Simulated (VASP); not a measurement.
## Rb: single point with PBEsol

Crystal: Rb.

```
Rb
1.0
    -2.94630    2.94630    2.66570
     2.94630   -2.94630    2.66570
     2.94630    2.94630   -2.66570
Rb
1
Direct
  0.00000 0.00000 0.00000
```

This cell differs from its parent crystal: strain +0.050 along x and y, -0.050 along z.

```yaml
Program: VASP 6.6.1
Task: single point
Functional: PBEsol
Potentials_or_basis: VASP PAW PBE potentials, release 64 (Rb_sv)
Cutoff: 520 eV
k_mesh: 12 × 12 × 12
Occupations: gaussian, width 0.15 eV
Spin: no spin polarisation
```

```json
{
 "Pressure": "-0.2 GPa"
}
```

Levels at points of the mesh, in eV from the Fermi level:
| k point | band 1 | band 2 | band 3 | band 4 | band 5 | band 6 | band 7 | band 8 | band 9 |
| --- | --- | --- | --- | --- | --- | --- | --- | --- | --- |
| (0.00, 0.00, 0.00) | -28.86 | -12.91 | -12.91 | -12.91 | -1.95 | 3.35 | 3.88 | 3.88 | 4.24 |
| (0.50, 0.00, 0.00) | -28.86 | -13.00 | -12.94 | -12.92 | 0.32 | 0.86 | 2.43 | 4.27 | 4.99 |
| (0.50, 0.50, 0.00) | -28.86 | -13.00 | -12.94 | -12.91 | 0.12 | 0.63 | 2.98 | 4.00 | 4.96 |
| (0.50, 0.50, 0.50) | -28.86 | -12.98 | -12.98 | -12.96 | 1.16 | 1.39 | 2.89 | 2.89 | 3.89 |

Run time: 66 s on 1 thread of Intel(R) Xeon(R) 6975P-C (Granite Rapids), on a shared host, peak memory 0.32 GiB.

Caveat: the cell differs from its parent crystal (strain +0.050 along x and y, -0.050 along z); the PAW data sets were made with another functional, which shifts forces and pressure a little.
